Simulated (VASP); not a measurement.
# BaTiO3: single point with PBE+U

Crystal: BaTiO3.

```xyz
5
Lattice="2.9892 1.7315 2.4478 -2.9892 1.7315 2.4478 0.0000 -3.1885 2.2554" Properties=species:S:1:pos:R:3 pbc="T T T"
Ba    0.0000    0.0633    0.0503
Ti    0.0000    0.2526    3.6996
O    -1.4100    0.9445    4.6777
O     0.0000   -1.5267    4.5656
O     1.4100    0.9445    4.6777
```

This cell differs from its parent crystal: biaxial strain in the a-b plane: +4.5 %, then relaxed in part.

```
Program             : VASP 6.6.1
Task                : single point
Functional          : PBE
Potentials or basis : VASP PAW PBE potentials, release 64 (Ba_sv, Ti_sv, O)
Cutoff              : 520 eV
k mesh              : 6 × 6 × 6
Occupations         : gaussian, width 0.02 eV
Spin                : no spin polarisation
Hubbard terms       : Ti d U = 4.0 eV
```

The pressure is 0.9 GPa. The largest force is 0.743 eV/Å. The band gap on the k mesh is 2.94 eV (least direct gap 3.54 eV).

Forces in eV/Å, atoms in the order of the input:
```
Ba   0.000 -0.041 -0.058
Ti   0.000 -0.429 -0.607
O   -0.414  0.231  0.326
O    0.000  0.009  0.013
O    0.414  0.231  0.326
```

Stress tensor (GPa, compression positive):
```
-0.81  0.00  0.00
 0.00  2.29 -1.33
 0.00 -1.33  1.36
```

Levels at points of the mesh, in eV from the valence-band top:
```tsv
k point	band 16	band 17	band 18	band 19	band 20	band 21	band 22	band 23	band 24	band 25
(0.00, 0.00, 0.00)	-1.31	-1.10	-0.89	-0.79	-0.73	2.94	3.17	3.43	4.34	4.38
(0.50, 0.00, 0.00)	-1.77	-1.72	-1.53	-1.17	-0.90	3.24	3.99	4.13	4.42	5.75
(0.00, 0.50, 0.00)	-1.77	-1.72	-1.53	-1.17	-0.90	3.24	3.99	4.13	4.42	5.75
(0.50, 0.50, 0.00)	-2.27	-1.64	-1.24	-1.05	-0.47	4.02	4.20	4.24	5.24	6.73
(0.00, 0.00, 0.50)	-2.14	-1.74	-1.43	-1.40	-1.38	3.21	4.00	4.17	4.48	5.20
(0.50, 0.00, 0.50)	-2.52	-1.82	-0.97	-0.91	-0.10	3.98	4.21	4.34	4.56	7.04
(0.00, 0.50, 0.50)	-2.52	-1.82	-0.97	-0.91	-0.10	3.98	4.21	4.34	4.56	7.04
(0.50, 0.50, 0.50)	-2.45	-2.19	-0.39	-0.11	0.00	4.39	4.42	4.78	5.87	6.06
```

Eigenvalues of the final occupation matrices:
```csv
site,spin,trace,eigenvalues
site 2 d,1,0.84,0.12 0.12 0.12 0.24 0.25
site 2 d,2,0.84,0.12 0.12 0.12 0.24 0.25
```

Wall time 3.8 min on 1 thread of AMD EPYC 7R13 (shared host), peak memory 0.26 GiB.

Caveat: the cell differs from its parent crystal (biaxial strain in the a-b plane: +4.5 %, then relaxed in part); spin-orbit coupling is left out, which moves the levels of the heavy elements. A k mesh can miss the band edges.
